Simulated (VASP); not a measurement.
# AgCl (P4/mmm) in VASP: a series of runs

Runs on AgCl. Level: PBE. Tasks: single point.

Everything below comes from runs of VASP 6.6.1. Logs are shortened: lines on timing, memory, paths and dates and some standing lists are left out, and cuts for length are marked.

### 1 The cell of the first run

The structure is tetragonal, space group P4/mmm (No. 123). The conventional cell has a = 3.406 Å, b = 3.406 Å, c = 3.386 Å, α = 90.00°, β = 90.00°, γ = 90.00°. Within 3.9 Å of Ag (site symmetry 4/mmm) lie 8 Cl at 2.94 Å and 6 Ag at 3.39 to 3.41 Å. Within 3.9 Å of Cl (site symmetry 4/mmm) lie 8 Ag at 2.94 Å and 6 Cl at 3.39 to 3.41 Å.

### 2 Single point, PBE (epitaxial xy strain +0.3%)

INCAR reads:

```
SYSTEM = AgCl
PREC = Accurate
ENCUT = 520
EDIFF = 1E-6
ISMEAR = -1
SIGMA = 0.02
LREAL = .False.
LASPH = .True.
NELM = 100
ALGO = Normal
ISIF = 2
LWAVE = .False.
LCHARG = .False.
GGA = PE
NBANDS = 16
```

KPOINTS reads:

```
regular mesh
0
Gamma
  8 8 8
  0 0 0
```

POSCAR reads:

```
AgCl
1.0
    3.4064539236      0.0000000000      0.0000000000
    0.0000000000      3.4064539236      0.0000000000
    0.0000000000      0.0000000000      3.3859262507
Ag Cl
1 1
Direct
    0.0000000000      0.0000000000      0.0000000000
    0.5000000000      0.5000000000      0.5000000000
```

Potentials or basis: VASP PAW PBE potentials, release 64 (Ag, Cl).

Started as:

```
$ cat potpaw_PBE.64/Ag/POTCAR potpaw_PBE.64/Cl/POTCAR > POTCAR
$ mpirun -np 1 vasp_std > vasp.out
```

OUTCAR:

```text
SYSTEM = AgCl
   PREC = Accurate
   ENCUT = 520
   EDIFF = 1E-6
   ISMEAR = -1
   LREAL = .False.
   LASPH = .True.
   NELM = 100
   ISIF = 2
   GGA = PE

 ion  position               nearest neighbor table
   1  0.000  0.000  0.000-   2 2.94   2 2.94   2 2.94   2 2.94   2 2.94   2 2.94   2 2.94   2 2.94

   2  0.500  0.500  0.500-   1 2.94   1 2.94   1 2.94   1 2.94   1 2.94   1 2.94   1 2.94   1 2.94

  LATTYP: Found a simple tetragonal cell.
 ALAT       =     3.4064539236
 C/A-ratio  =     0.9939738880

  Lattice vectors:

 A1 = (   3.4064539236,   0.0000000000,   0.0000000000)
 A2 = (   0.0000000000,   3.4064539236,   0.0000000000)
 A3 = (   0.0000000000,   0.0000000000,   3.3859262507)

Analysis of symmetry for initial positions (statically):
=====================================================================
 Subroutine PRICEL returns:
 Original cell was already a primitive cell.

 Routine SETGRP: Setting up the symmetry group for a
 simple tetragonal supercell.

 Subroutine GETGRP returns: Found 16 space group operations
 (whereof 16 operations were pure point group operations)
 out of a pool of 16 trial point group operations.

The static configuration has the point symmetry D_4h.

Analysis of symmetry for dynamics (positions and initial velocities):
=====================================================================
 Subroutine PRICEL returns:
 Original cell was already a primitive cell.

 Routine SETGRP: Setting up the symmetry group for a
 simple tetragonal supercell.

 Subroutine GETGRP returns: Found 16 space group operations
 (whereof 16 operations were pure point group operations)
 out of a pool of 16 trial point group operations.

The dynamic configuration has the point symmetry D_4h.

 Subroutine INISYM returns: Found 16 space group operations
 (whereof 16 operations are pure point group operations),
 and found     1 'primitive' translations

----------------------------------------------------------------------------------------

                                     Primitive cell

  volume of cell :      39.2900

  direct lattice vectors                    reciprocal lattice vectors
     3.406453924  0.000000000  0.000000000     0.293560407  0.000000000  0.000000000
     0.000000000  3.406453924  0.000000000     0.000000000  0.293560407  0.000000000
     0.000000000  0.000000000  3.385926251     0.000000000  0.000000000  0.295340160

  length of vectors
     3.406453924  3.406453924  3.385926251     0.293560407  0.293560407  0.295340160

  position of ions in fractional coordinates (direct lattice)
     0.000000000  0.000000000  0.000000000
     0.500000000  0.500000000  0.500000000

  ion indices of the primitive-cell ions
   primitive index   ion index
                 1           1
                 2           2

----------------------------------------------------------------------------------------

 KPOINTS: regular mesh

Automatic generation of k-mesh.
 Grid dimensions read from file:
 generate k-points for:    8    8    8

 Generating k-lattice:

  Cartesian coordinates                     Fractional coordinates (reciprocal lattice)
     0.036695051  0.000000000  0.000000000     0.125000000  0.000000000  0.000000000
     0.000000000  0.036695051  0.000000000     0.000000000  0.125000000  0.000000000
     0.000000000  0.000000000  0.036917520     0.000000000  0.000000000  0.125000000

  Length of vectors
     0.036695051  0.036695051  0.036917520

  Shift w.r.t. Gamma in fractional coordinates (k-lattice)
     0.000000000  0.000000000  0.000000000

 Subroutine IBZKPT returns following result:
 ===========================================

 Found     75 irreducible k-points:

 Following reciprocal coordinates:
            Coordinates               Weight
  0.000000  0.000000  0.000000      1.000000
  0.125000  0.000000  0.000000      4.000000
  0.250000  0.000000  0.000000      4.000000
  0.375000  0.000000  0.000000      4.000000
  0.500000  0.000000  0.000000      2.000000
  0.125000  0.125000  0.000000      4.000000
[... 16 lines left out ...]
  0.375000  0.125000  0.125000     16.000000
  0.500000  0.125000  0.125000      8.000000
 [... further k-points ...]
   k-points           NKPTS =     75   k-points in BZ     NKDIM =     75   number of bands    NBANDS=     16
   number of dos      NEDOS =    301   number of ions     NIONS =      2
   total plane-waves  NPLWV =  21952
   dimension x,y,z NGX =    28 NGY =   28 NGZ =   28
   dimension x,y,z NGXF=    56 NGYF=   56 NGZF=   56
   ions per type =               1   1
   NGX,Y,Z   is equivalent  to a cutoff of  13.66, 13.66, 13.75 a.u.
   NGXF,Y,Z  is equivalent  to a cutoff of  27.33, 27.33, 27.50 a.u.
 SYSTEM =  AgCl
   PREC   = accura    normal or accurate (medium, high low for compatibility)
   ISTART =      0    job   : 0-new  1-cont  2-samecut
   ICHARG =      2    charge: 1-file 2-atom 10-const
   ISPIN  =      1    spin polarized calculation?
   LNONCOLLINEAR =      F non collinear calculations
   LSORBIT =      F    spin-orbit coupling
   LASPH  =      T    aspherical Exc in radial PAW
   ENCUT  =  520.0 eV  38.22 Ry    6.18 a.u.   6.33  6.33  6.30*2*pi/ulx,y,z
   NELM   =    100;   NELMIN=  2; NELMDL= -5     # of ELM steps
   EDIFF  = 0.1E-05   stopping-criterion for ELM
   LREAL  =      F    real-space projection
   EDIFFG = 0.1E-04   stopping-criterion for IOM
   NSW    =      0    number of steps for IOM
   IBRION =     -1    ionic relax: 0-MD 1-quasi-New 2-CG
   NFREE  =      0    steps in history (QN), initial steepest desc. (CG)
   ISIF   =      2    stress and relaxation
   ISYM   =      2    0-nonsym 1-usesym 2-fastsym
   POTIM  = 0.5000    time-step for ionic-motion
   TEBEG  =    0.0;   TEEND  =   0.0 temperature during run
   PSTRESS=    0.0 pullay stress
   NELECT =      18.0000    total number of electrons
   NUPDOWN=      -1.0000    fix difference up-down
   EMIN   =  10.00;   EMAX   =-10.00  energy-range for DOS
   EFERMI =   0.00;   METHOD = LEGACY
   ISMEAR =    -1;   SIGMA  =   0.02  broadening in eV -4-tet -1-fermi 0-gaus
   EFERMI_NEDOS =   21; number of points for ismear=-14 and -15
   IALGO  =     38    algorithm
   IMIX   =      4    mixing-type and parameters
     AMIX     =   0.40;   BMIX     =  1.00
     AMIX_MAG =   1.60;   BMIX_MAG =  1.00
  volume/ion in A,a.u.               =      19.65       132.57
  Fermi-wavevector in a.u.,A,eV,Ry     =   1.262035  2.384901 21.670448  1.592733
  Thomas-Fermi vector in A             =   2.395464
   LORBIT       =      0    0 simple, 1 ext, 2 COOP (PROOUT), +10 PAW based schemes
   GGA     = PE    functional components
   LHFCALC =     F    Hartree Fock is set to
   AEXX    =    0.0000 exact exchange contribution
   IVDW    =     0    specifies the selected vdW correction
   LEPSILON=     F    determine dielectric tensor
   LRPA    =     F    only Hartree local field effects (RPA)
 non-spin polarized calculation
  energy-cutoff  :      520.00
  volume of cell :       39.29
 maximum number of plane-waves:      1072
 NGX is ok and might be reduce to    28
   NGX = 13   NGY = 13   NGZ = 13

 number of electron      18.0000003 magnetization

 Free energy of the ion-electron system (eV)
  ---------------------------------------------------
  ext. energy  EPLUGINS =         0.00000000
  ---------------------------------------------------
  free energy    TOTEN  =        -5.11769682 eV

  energy without entropy =       -5.11769682  energy(sigma->0) =       -5.11769682

 E-fermi :   4.5760     XC(G=0): -10.5464

 val. band max:        4.2727377960   @ k =   0.5000   0.0000   0.0000
 cond. band min:       4.8483395274   @ k =   0.0000   0.0000   0.0000
 fundamental gap:      0.5756017315
 Fermi energy:         4.5760273565

 k-point     1 :       0.0000    0.0000    0.0000
  band No.  band energies     occupation
      1     -10.4938      2.00000
      2       1.4184      2.00000
      3       1.4294      2.00000
      4       2.4188      2.00000
      5       2.4259      2.00000
      6       2.4259      2.00000
[... 8 lines left out ...]
     15      18.2242      0.00000
     16      20.6895      0.00000

 k-point     2 :       0.1250    0.0000    0.0000
  band No.  band energies     occupation
      1     -10.4274      2.00000
      2       1.1857      2.00000
      3       1.4435      2.00000
      4       2.0099      2.00000
      5       2.0418      2.00000
      6       2.2326      2.00000
[... 8 lines left out ...]
     15      17.7105      0.00000
     16      20.6877      0.00000

 k-point     3 :       0.2500    0.0000    0.0000
  band No.  band energies     occupation
      1     -10.2585      2.00000
      2       0.2141      2.00000
      3       1.4979      2.00000
      4       1.6132      2.00000
      5       1.6510      2.00000
      6       2.3229      2.00000
[... 8 lines left out ...]
     15      18.1288      0.00000
     16      20.5284      0.00000

 k-point     4 :       0.3750    0.0000    0.0000
  band No.  band energies     occupation
      1     -10.0756      2.00000
      2      -0.6544      2.00000
      3       1.3576      2.00000
      4       1.3978      2.00000
      5       1.5535      2.00000
      6       2.4714      2.00000
[... 8 lines left out ...]
     15      20.2196      0.00000
     16      20.3725      0.00000
[... 324 lines left out ...]
 k-point    22 :       0.2500    0.1250    0.1250
  band No.  band energies     occupation
      1     -10.1449      2.00000
      2       0.3713      2.00000
      3       1.2089      2.00000
      4       1.4694      2.00000
      5       1.7874      2.00000
      6       2.2124      2.00000
[... 8 lines left out ...]
     15      17.7067      0.00000
     16      20.6394      0.00000

 k-point    23 :       0.3750    0.1250    0.1250
  band No.  band energies     occupation
      1      -9.9779      2.00000
      2      -0.3906      2.00000
      3       1.0930      2.00000
      4       1.5587      2.00000
      5       1.7103      2.00000
      6       2.3204      2.00000
[... 8 lines left out ...]
     15      18.7985      0.00000
     16      21.0090      0.00000

 k-point    24 :       0.5000    0.1250    0.1250
  band No.  band energies     occupation
      1      -9.9048      2.00000
      2      -0.6846      2.00000
      3       1.0368      2.00000
      4       1.5558      2.00000
      5       1.7033      2.00000
      6       2.3555      2.00000
[... 8 lines left out ...]
     15      19.0516      0.00000
     16      21.3274      0.00000

 [... further k-points ...]
[... 5 lines left out ...]
  --------------------------------------------------------------------------------------
  -------------------------------------------------------------------------------------
  Total        0.2858339      0.2858339      0.3611417      0.0000000      0.0000000      0.0000000
  in kB       11.6557909     11.6557909     14.7267083      0.0000000      0.0000000      0.0000000
  external PRESSURE =      12.6794300 kB  Pullay stress =       0.0000000 kB

 VOLUME and BASIS-vectors are now :
 -----------------------------------------------------------------------------
  energy-cutoff  :      520.00
  volume of cell :       39.29
      direct lattice vectors                 reciprocal lattice vectors
     3.406453924  0.000000000  0.000000000     0.293560407  0.000000000  0.000000000
     0.000000000  3.406453924  0.000000000     0.000000000  0.293560407  0.000000000
     0.000000000  0.000000000  3.385926251     0.000000000  0.000000000  0.295340160

 POSITION                                       TOTAL-FORCE (eV/Angst)
 -----------------------------------------------------------------------------------
      0.00000      0.00000      0.00000         0.000000      0.000000      0.000000
      1.70323      1.70323      1.69296         0.000000      0.000000      0.000000
 -----------------------------------------------------------------------------------
    total drift:                               -0.000000      0.000000      0.000000

  FREE ENERGIE OF THE ION-ELECTRON SYSTEM (eV)
  ---------------------------------------------------
  free  energy   TOTEN  =        -5.1176968199 eV

  energy  without entropy=       -5.1176968170  energy(sigma->0) =       -5.11769682
```

Wall time 45 s (1 thread of Intel Xeon Platinum 8259CL at 2.50GHz (Skylake/Cascade Lake), shared host); peak memory 0.18 GiB.

Results:

```
Free energy            : -5.1177 eV
Pressure               : 1.3 GPa
Band gap on the k mesh : 0.58 eV, indirect (least direct gap 2.14 eV)
```

Stress tensor (GPa, compression positive):
```
1.17 0.00 0.00
0.00 1.17 0.00
0.00 0.00 1.47
```

Caveat: the cell differs from its parent crystal (epitaxial xy strain +0.3%). A k mesh can miss the band edges.

### 3 Single point, PBE (uniaxial x strain -1.3%)

INCAR reads:

```
SYSTEM = AgCl
PREC = Accurate ; ENCUT = 520
EDIFF = 1E-7 ; ISMEAR = -1
SIGMA = 0.02 ; LREAL = .FALSE.
LASPH = .TRUE. ; NELM = 100
ALGO = Normal ; ISIF = 2
LWAVE = .FALSE. ; LCHARG = .TRUE.
GGA = PE ; LELF = .TRUE.
LVHAR = .TRUE. ; NBANDS = 16
```

KPOINTS reads:

```
regular mesh
0
G
  8 8 8
  0 0 0
```

POSCAR reads:

```
AgCl
1.0
    3.3504267209      0.0000000000      0.0000000000
    0.0000000000      3.3955880419      0.0000000000
    0.0000000000      0.0000000000      3.3955880419
Ag Cl
1 1
Direct
    0.0000000000      0.0000000000      0.0000000000
    0.5000000000      0.5000000000      0.5000000000
```

Potentials or basis: VASP PAW PBE potentials, release 64 (Ag, Cl).

Started as:

```
$ cat potpaw_PBE.64/Ag/POTCAR potpaw_PBE.64/Cl/POTCAR > POTCAR
$ mpirun -np 1 vasp_std > vasp.out
```

Wall time 35 s (1 thread of Intel Xeon Platinum 8259CL at 2.50GHz (Skylake/Cascade Lake), shared host); peak memory 0.19 GiB.

The run converged. Its results:

```
Free energy            : -5.1096 eV
Pressure               : 2.2 GPa
Band gap on the k mesh : 0.57 eV, indirect (least direct gap 2.15 eV)
```

Stress tensor (GPa, compression positive):
```
2.69 0.00 0.00
0.00 1.98 0.00
0.00 0.00 1.98
```

Levels at points of the mesh, in eV from the valence-band top:
| k point | band 7 | band 8 | band 9 | band 10 | band 11 | band 12 |
| --- | --- | --- | --- | --- | --- | --- |
| (0.00, 0.00, 0.00) | -1.72 | -1.72 | -1.58 | 0.57 | 9.32 | 9.40 |
| (0.50, 0.00, 0.00) | -1.47 | -0.03 | -0.03 | 4.86 | 5.76 | 9.23 |
| (0.00, 0.50, 0.00) | -1.53 | -0.02 | 0.00 | 4.94 | 5.70 | 9.24 |
| (0.50, 0.50, 0.00) | -2.22 | -1.56 | -1.03 | 2.80 | 9.00 | 9.15 |
| (0.00, 0.50, 0.50) | -2.20 | -1.58 | -0.94 | 2.67 | 9.15 | 9.15 |
| (0.50, 0.50, 0.50) | -0.21 | -0.18 | -0.18 | 4.61 | 4.64 | 4.64 |

Caveat: the cell differs from its parent crystal (uniaxial x strain -1.3%). A k mesh can miss the band edges.
